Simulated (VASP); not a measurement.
# TaNb3F2 (R-3m) in VASP: further runs

Runs on TaNb3F2. Level: PBE. Tasks: single point.

Everything below comes from runs of VASP 6.6.1. Logs are shortened: lines on timing, memory, paths and dates and some standing lists are left out, and cuts for length are marked.

## (1) The cell of the first run

The structure is trigonal, space group R-3m (No. 166). The conventional cell has a = 5.242 Å, b = 5.242 Å, c = 11.489 Å, α = 90.00°, β = 90.00°, γ = 120.00°. Within 3.2 Å of Ta (site symmetry -3m) lie 6 Nb at 2.44 Å and 6 F at 3.06 Å. Within 3.2 Å of Nb (site symmetry 2/m) lie 2 Ta at 2.44 Å and 4 Nb at 2.62 Å and 6 F at 2.80 to 3.01 Å. F (site symmetry 3m) has 9 Nb at 2.80 to 3.01 Å and 4 F at 2.95 to 3.15 Å and 3 Ta at 3.06 Å within 3.7 Å.

## (2) Single point, PBE

Contents of INCAR:

```
PREC = Accurate ; ENCUT = 520
EDIFF = 1E-6 ; ISMEAR = 0
SIGMA = 0.1 ; LREAL = F
LASPH = T ; NELM = 60
ALGO = Normal ; ISIF = 2
LWAVE = F ; LCHARG = F
GGA = PE ; NBANDS = 41
```

Contents of KPOINTS:

```
regular mesh
0
Gamma
  6 6 6
```

Contents of POSCAR:

```
TaNb3F2
1.0
    2.6207755400      1.5131054700      3.8298234200
   -2.6207755400      1.5131054700      3.8298234200
    0.0000000000     -3.0262109300      3.8298234200
Ta Nb F
1 3 2
Direct
    0.0000000000      0.0000000000      0.0000000000
    0.0000000000      0.5000000000      0.0000000000
    0.5000000000      0.0000000000      0.0000000000
    0.0000000000      0.0000000000      0.5000000000
    0.6285859900      0.6285859900      0.6285859900
    0.3714140100      0.3714140100      0.3714140100
```

Potentials or basis: VASP PAW PBE potentials, release 64 (Ta_pv, Nb_sv, F).

Started as:

```console
$ cat potpaw_PBE.64/Ta_pv/POTCAR potpaw_PBE.64/Nb_sv/POTCAR potpaw_PBE.64/F/POTCAR > POTCAR
$ mpirun -np 1 vasp_std > vasp.out
```

OUTCAR:

```text
PREC = Accurate
   ENCUT = 520
   EDIFF = 1E-6
   ISMEAR = 0
   LREAL = F
   LASPH = T
   NELM = 60
   ISIF = 2
   GGA = PE

 ion  position               nearest neighbor table
   1  0.000  0.000  0.000-   4 2.44   4 2.44   2 2.44   3 2.44   2 2.44   3 2.44
   2  0.000  0.500  0.000-   1 2.44   1 2.44   3 2.62   3 2.62   4 2.62   4 2.62
   3  0.500  0.000  0.000-   1 2.44   1 2.44   2 2.62   2 2.62   4 2.62   4 2.62
   4  0.000  0.000  0.500-   1 2.44   1 2.44   2 2.62   3 2.62   2 2.62   3 2.62
   5  0.629  0.629  0.629-
   6  0.371  0.371  0.371-

  LATTYP: Found a trigonal (rhomboedric) cell.
 ALAT       =     4.8811371648
 COS(alpha) =     0.4234358611

  Lattice vectors:

 A1 = (   2.6207755400,   1.5131054700,   3.8298234200)
 A2 = (  -2.6207755400,   1.5131054700,   3.8298234200)
 A3 = (   0.0000000000,  -3.0262109300,   3.8298234200)

Analysis of symmetry for initial positions (statically):
=====================================================================
 Subroutine PRICEL returns:
 Original cell was already a primitive cell.

 Routine SETGRP: Setting up the symmetry group for a
 trigonal (rhombohedral) supercell.

 Subroutine GETGRP returns: Found 12 space group operations
 (whereof 12 operations were pure point group operations)
 out of a pool of 12 trial point group operations.

The static configuration has the point symmetry D_3d.

Analysis of symmetry for dynamics (positions and initial velocities):
=====================================================================
 Subroutine PRICEL returns:
 Original cell was already a primitive cell.

 Routine SETGRP: Setting up the symmetry group for a
 trigonal (rhombohedral) supercell.

 Subroutine GETGRP returns: Found 12 space group operations
 (whereof 12 operations were pure point group operations)
 out of a pool of 12 trial point group operations.

The dynamic configuration has the point symmetry D_3d.

 Subroutine INISYM returns: Found 12 space group operations
 (whereof 12 operations are pure point group operations),
 and found     1 'primitive' translations

----------------------------------------------------------------------------------------

                                     Primitive cell

[... 90 lines left out ...]
   ISTART =      0    job   : 0-new  1-cont  2-samecut
   ICHARG =      2    charge: 1-file 2-atom 10-const
   ISPIN  =      1    spin polarized calculation?
   LNONCOLLINEAR =      F non collinear calculations
   LSORBIT =      F    spin-orbit coupling
   LASPH  =      T    aspherical Exc in radial PAW
   ENCUT  =  520.0 eV  38.22 Ry    6.18 a.u.   9.08  9.08  9.08*2*pi/ulx,y,z
   NELM   =     60;   NELMIN=  2; NELMDL= -5     # of ELM steps
   EDIFF  = 0.1E-05   stopping-criterion for ELM
   LREAL  =      F    real-space projection
   EDIFFG = 0.1E-04   stopping-criterion for IOM
   NSW    =      0    number of steps for IOM
   IBRION =     -1    ionic relax: 0-MD 1-quasi-New 2-CG
   NFREE  =      0    steps in history (QN), initial steepest desc. (CG)
   ISIF   =      2    stress and relaxation
   ISYM   =      2    0-nonsym 1-usesym 2-fastsym
   POTIM  = 0.5000    time-step for ionic-motion
   TEBEG  =    0.0;   TEEND  =   0.0 temperature during run
   PSTRESS=    0.0 pullay stress
   NELECT =      64.0000    total number of electrons
   NUPDOWN=      -1.0000    fix difference up-down
   EMIN   =  10.00;   EMAX   =-10.00  energy-range for DOS
   EFERMI =   0.00;   METHOD = LEGACY
   ISMEAR =     0;   SIGMA  =   0.10  broadening in eV -4-tet -1-fermi 0-gaus
   EFERMI_NEDOS =   21; number of points for ismear=-14 and -15
   IALGO  =     38    algorithm
   IMIX   =      4    mixing-type and parameters
     AMIX     =   0.40;   BMIX     =  1.00
     AMIX_MAG =   1.60;   BMIX_MAG =  1.00
  volume/ion in A,a.u.               =      15.19       102.49
  Fermi-wavevector in a.u.,A,eV,Ry     =   1.455208  2.749945 28.812119  2.117631
  Thomas-Fermi vector in A             =   2.572269
   LORBIT       =      0    0 simple, 1 ext, 2 COOP (PROOUT), +10 PAW based schemes
   GGA     = PE    functional components
   LHFCALC =     F    Hartree Fock is set to
   AEXX    =    0.0000 exact exchange contribution
   IVDW    =     0    specifies the selected vdW correction
   LEPSILON=     F    determine dielectric tensor
   LRPA    =     F    only Hartree local field effects (RPA)
 non-spin polarized calculation
 Gauss-broadening in eV      SIGMA  =   0.10
  energy-cutoff  :      520.00
  volume of cell :       91.12
 maximum number of plane-waves:      2478
   NGX = 19   NGY = 19   NGZ = 19

 number of electron      64.0000001 magnetization

 Free energy of the ion-electron system (eV)
  ---------------------------------------------------
  ext. energy  EPLUGINS =         0.00000000
  ---------------------------------------------------
  free energy    TOTEN  =       -40.55413088 eV

  energy without entropy =      -40.52755525  energy(sigma->0) =      -40.54084306

 E-fermi :   8.3813     XC(G=0): -11.7895

 val. band max:        8.3759236965   @ k =  -0.1667   0.5000   0.1667
 cond. band min:       8.4406082971   @ k =   0.5000   0.3333  -0.0000
 fundamental gap:      0.0646846005
 Fermi energy:         8.3812567880

 k-point     1 :       0.0000    0.0000    0.0000
  band No.  band energies     occupation
      1     -46.4520      2.00000
      2     -46.0374      2.00000
      3     -46.0374      2.00000
      4     -26.8911      2.00000
      5     -25.7991      2.00000
      6     -25.7991      2.00000
[... 1045 lines left out ...]
     40      10.9287      0.00000
     41      11.3412      0.00000

 [... further k-points ...]
[... 5 lines left out ...]
  --------------------------------------------------------------------------------------
  -------------------------------------------------------------------------------------
  Total       15.3241649     15.3241650     19.0977034      0.0000000      0.0000000      0.0000000
  in kB      269.4377057    269.4377068    335.7860872      0.0000000      0.0000003      0.0000000
  external PRESSURE =     291.5538332 kB  Pullay stress =       0.0000000 kB

 VOLUME and BASIS-vectors are now :
 -----------------------------------------------------------------------------
  energy-cutoff  :      520.00
  volume of cell :       91.12
      direct lattice vectors                 reciprocal lattice vectors
     2.620775540  1.513105470  3.829823420     0.190783221  0.110148744  0.087036215
    -2.620775540  1.513105470  3.829823420    -0.190783221  0.110148744  0.087036215
     0.000000000 -3.026210930  3.829823420     0.000000000 -0.220297488  0.087036215

 POSITION                                       TOTAL-FORCE (eV/Angst)
 -----------------------------------------------------------------------------------
      0.00000      0.00000      0.00000        -0.000000      0.000000      0.000000
     -1.31039      0.75655      1.91491         0.000000     -0.000000      0.000000
      1.31039      0.75655      1.91491        -0.000000      0.000000      0.000000
      0.00000     -1.51311      1.91491         0.000000      0.000000      0.000000
      0.00000      0.00000      7.22212        -0.000000      0.000000      0.268231
      0.00000      0.00000      4.26735        -0.000000     -0.000000     -0.268231
 -----------------------------------------------------------------------------------
    total drift:                               -0.000000      0.000000     -0.000000

  FREE ENERGIE OF THE ION-ELECTRON SYSTEM (eV)
  ---------------------------------------------------
  free  energy   TOTEN  =       -40.5541308787 eV

  energy  without entropy=      -40.5275552483  energy(sigma->0) =      -40.54084306
```

OSZICAR:

```text
N       E                     dE             d eps       ncg     rms          rms(c)
DAV:   1     0.831511231558E+03    0.83151E+03   -0.35613E+04  2624   0.164E+03
DAV:   2     0.289566894607E+02   -0.80255E+03   -0.76494E+03  3061   0.640E+02
DAV:   3    -0.381614608200E+02   -0.67118E+02   -0.63620E+02  4240   0.148E+02
DAV:   4    -0.427879484752E+02   -0.46265E+01   -0.44946E+01  4240   0.348E+01
DAV:   5    -0.429737559511E+02   -0.18581E+00   -0.18443E+00  4304   0.710E+00    0.239E+01
DAV:   6    -0.409621432539E+02    0.20116E+01   -0.10130E+01  3688   0.195E+01    0.141E+01
DAV:   7    -0.406143167671E+02    0.34783E+00   -0.29293E+00  3584   0.122E+01    0.749E+00
DAV:   8    -0.405466826430E+02    0.67634E-01   -0.53618E-01  4296   0.549E+00    0.206E+00
DAV:   9    -0.405543275724E+02   -0.76449E-02   -0.70711E-02  4110   0.159E+00    0.713E-01
DAV:  10    -0.405542058707E+02    0.12170E-03   -0.14356E-02  3576   0.774E-01    0.327E-01
DAV:  11    -0.405541870512E+02    0.18819E-04   -0.32363E-03  3892   0.391E-01    0.815E-02
DAV:  12    -0.405541255121E+02    0.61539E-04   -0.53037E-04  3792   0.181E-01    0.289E-02
DAV:  13    -0.405541333051E+02   -0.77930E-05   -0.67132E-05  4152   0.584E-02    0.117E-02
DAV:  14    -0.405541308724E+02    0.24327E-05   -0.37927E-06  2832   0.149E-02    0.451E-03
DAV:  15    -0.405541308787E+02   -0.62782E-08   -0.12430E-06  2230   0.858E-03
   1 F= -.40554131E+02 E0= -.40540843E+02  d E =-.265756E-01
```

It took 58 s on 1 thread of Intel Xeon 6975P-C (Granite Rapids), shared host; peak memory 0.26 GiB.

Results:

```
Free energy            : -40.5541 eV
Pressure               : 29.2 GPa
Largest force          : 0.268 eV/Å
Band gap on the k mesh : zero (band 32 reaches 9.15 eV, above the bottom of band 33 at 7.85 eV)
```

Forces in eV/Å, atoms in the order of the input:
```
Ta   0.000  0.000  0.000
Nb   0.000  0.000  0.000
Nb   0.000  0.000  0.000
Nb   0.000  0.000  0.000
F    0.000  0.000  0.268
F    0.000  0.000 -0.268
```

Levels at points of the mesh, in eV from the Fermi level:
| k point | band 28 | band 29 | band 30 | band 31 | band 32 | band 33 | band 34 | band 35 | band 36 | band 37 |
| --- | --- | --- | --- | --- | --- | --- | --- | --- | --- | --- |
| (0.00, 0.00, 0.00) | -2.84 | -2.44 | -2.44 | -0.65 | -0.65 | -0.25 | 3.17 | 3.35 | 3.35 | 3.37 |
| (0.50, 0.00, 0.00) | -1.24 | -1.01 | -0.17 | -0.13 | 0.06 | 0.32 | 0.78 | 0.81 | 0.99 | 1.21 |
| (0.50, 0.50, 0.00) | -1.36 | -0.91 | -0.69 | -0.34 | 0.56 | 0.61 | 0.64 | 0.81 | 1.00 | 1.30 |
| (0.50, 0.50, 0.50) | -0.75 | -0.57 | -0.55 | -0.55 | 0.76 | 0.77 | 0.77 | 1.25 | 1.25 | 1.51 |

Caveat: spin-orbit coupling is left out, which moves the levels of the heavy elements.

## (3) Single point, PBE

This run uses another cell than the first one, of 20.94 Å³/atom, 1.379 times its volume.

Contents of INCAR:

```
SYSTEM = TaNb3F2
PREC = Accurate
ENCUT = 520
EDIFF = 1E-7
ISMEAR = 0
SIGMA = 0.1
LREAL = .FALSE.
LASPH = .TRUE.
NELM = 80
ALGO = Normal
ISIF = 2
LWAVE = .FALSE.
LCHARG = .FALSE.
GGA = PE
NBANDS = 41
```

Contents of KPOINTS:

```
Automatic mesh
0
G
  6 6 6
  0 0 0
```

Contents of POSCAR:

```
TaNb3F2
1.0
    2.9068300872      1.6782591352      4.2915914642
   -2.9068300872      1.6782591352      4.2915914642
    0.0000000000     -3.3565182648      4.2915914664
Ta Nb F
1 3 2
Direct
    0.0000000000      0.0000000000      0.0000000000
    0.0000000000      0.5000000000      0.0000000000
    0.5000000000      0.0000000000      0.0000000000
    0.0000000000      0.0000000000      0.5000000000
    0.7259651521      0.7259651521      0.7259651521
    0.2740348479      0.2740348479      0.2740348479
```

Potentials or basis: VASP PAW PBE potentials, release 64 (Ta_pv, Nb_sv, F).

Started as:

```console
$ cat potpaw_PBE.64/Ta_pv/POTCAR potpaw_PBE.64/Nb_sv/POTCAR potpaw_PBE.64/F/POTCAR > POTCAR
$ mpirun -np 1 vasp_std > vasp.out
```

OUTCAR:

```text
SYSTEM = TaNb3F2
   PREC = Accurate
   ENCUT = 520
   EDIFF = 1E-7
   ISMEAR = 0
   LREAL = .FALSE.
   LASPH = .TRUE.
   NELM = 80
   ISIF = 2
   GGA = PE

 ion  position               nearest neighbor table
   1  0.000  0.000  0.000-   2 2.72   3 2.72   2 2.72   3 2.72   4 2.72   4 2.72
   2  0.000  0.500  0.000-   5 2.17   6 2.17   1 2.72   1 2.72   4 2.91   4 2.91   3 2.91   3 2.91

   3  0.500  0.000  0.000-   5 2.17   6 2.17   1 2.72   1 2.72   4 2.91   4 2.91   2 2.91   2 2.91

   4  0.000  0.000  0.500-   5 2.17   6 2.17   1 2.72   1 2.72   2 2.91   3 2.91   2 2.91   3 2.91
[... 1267 lines left out ...]
  -------------------------------------------------------------------------------------
  Total       -0.0672033     -0.0672033     -0.0677838      0.0000000     -0.0000000      0.0000000
  in kB       -0.8571427     -0.8571427     -0.8645457      0.0000000     -0.0000000      0.0000000
  external PRESSURE =      -0.8596104 kB  Pullay stress =       0.0000000 kB

 VOLUME and BASIS-vectors are now :
 -----------------------------------------------------------------------------
  energy-cutoff  :      520.00
  volume of cell :      125.62
      direct lattice vectors                 reciprocal lattice vectors
     2.906830087  1.678259135  4.291591464     0.172008678  0.099309256  0.077671264
    -2.906830087  1.678259135  4.291591464    -0.172008678  0.099309256  0.077671264
     0.000000000 -3.356518265  4.291591466     0.000000000 -0.198618513  0.077671264

 POSITION                                       TOTAL-FORCE (eV/Angst)
 -----------------------------------------------------------------------------------
      0.00000      0.00000      0.00000        -0.000000     -0.000000     -0.000000
     -1.45342      0.83913      2.14580         0.000000     -0.000000      0.000000
      1.45342      0.83913      2.14580         0.000000     -0.000000      0.000000
      0.00000     -1.67826      2.14580        -0.000000      0.000000     -0.000000
      0.00000      0.00000      9.34664        -0.000000     -0.000000     -0.023037
      0.00000      0.00000      3.52814        -0.000000      0.000000      0.023037
 -----------------------------------------------------------------------------------
    total drift:                               -0.000000      0.000000     -0.000000

  FREE ENERGIE OF THE ION-ELECTRON SYSTEM (eV)
  ---------------------------------------------------
  free  energy   TOTEN  =       -45.7523183606 eV

  energy  without entropy=      -45.7180195714  energy(sigma->0) =      -45.73516897
```

OSZICAR:

```text
N       E                     dE             d eps       ncg     rms          rms(c)
DAV:   1     0.777699894156E+03    0.77770E+03   -0.35128E+04  2664   0.156E+03
DAV:   2     0.222550938707E+02   -0.75544E+03   -0.72536E+03  3139   0.601E+02
DAV:   3    -0.434623883428E+02   -0.65717E+02   -0.63312E+02  4272   0.142E+02
DAV:   4    -0.481838409590E+02   -0.47215E+01   -0.46503E+01  4160   0.350E+01
DAV:   5    -0.485004761384E+02   -0.31664E+00   -0.31566E+00  4424   0.779E+00    0.163E+01
DAV:   6    -0.463673986951E+02    0.21331E+01   -0.14547E+01  3888   0.212E+01    0.834E+00
DAV:   7    -0.458744764810E+02    0.49292E+00   -0.45726E+00  3462   0.116E+01    0.456E+00
DAV:   8    -0.457547357562E+02    0.11974E+00   -0.10615E+00  4252   0.547E+00    0.226E+00
DAV:   9    -0.457483194295E+02    0.64163E-02   -0.12075E-01  3573   0.192E+00    0.932E-01
DAV:  10    -0.457524236491E+02   -0.41042E-02   -0.26816E-02  4014   0.104E+00    0.155E-01
DAV:  11    -0.457523239184E+02    0.99731E-04   -0.18482E-03  3876   0.250E-01    0.103E-01
DAV:  12    -0.457523141732E+02    0.97452E-05   -0.34673E-04  4142   0.113E-01    0.362E-02
DAV:  13    -0.457523182830E+02   -0.41099E-05   -0.67994E-05  3699   0.426E-02    0.126E-02
DAV:  14    -0.457523176955E+02    0.58752E-06   -0.11608E-05  4087   0.206E-02    0.522E-03
DAV:  15    -0.457523183441E+02   -0.64858E-06   -0.17768E-06  3894   0.706E-03    0.983E-04
DAV:  16    -0.457523183606E+02   -0.16486E-07   -0.17631E-07  2422   0.243E-03
   1 F= -.45752318E+02 E0= -.45735169E+02  d E =-.342988E-01
```

stdout:

```text
POSCAR found type information on POSCAR TaNbF
 POSCAR found :  3 types and       6 ions
 scaLAPACK will be used
 LDA part: xc-table for (Slater+PW92), standard interpolation
 POSCAR, INCAR and KPOINTS ok, starting setup
 FFT: planning ... GRIDC
 FFT: planning ... GRID_SOFT
 FFT: planning ... GRID
 WAVECAR not read
 entering main loop
```

It took 1.7 min on 1 thread of Intel Xeon 6975P-C (Granite Rapids), shared host; peak memory 0.33 GiB.

Results:

```
Free energy            : -45.7523 eV
Pressure               : -0.1 GPa
Largest force          : 0.023 eV/Å
Band gap on the k mesh : zero (band 32 reaches 5.47 eV, above the bottom of band 33 at 4.83 eV)
```

Forces on the atoms (eV/Å):
```
Ta   0.000  0.000  0.000
Nb   0.000  0.000  0.000
Nb   0.000  0.000  0.000
Nb   0.000  0.000  0.000
F    0.000  0.000 -0.023
F    0.000  0.000  0.023
```

Caveat: spin-orbit coupling is left out, which moves the levels of the heavy elements.
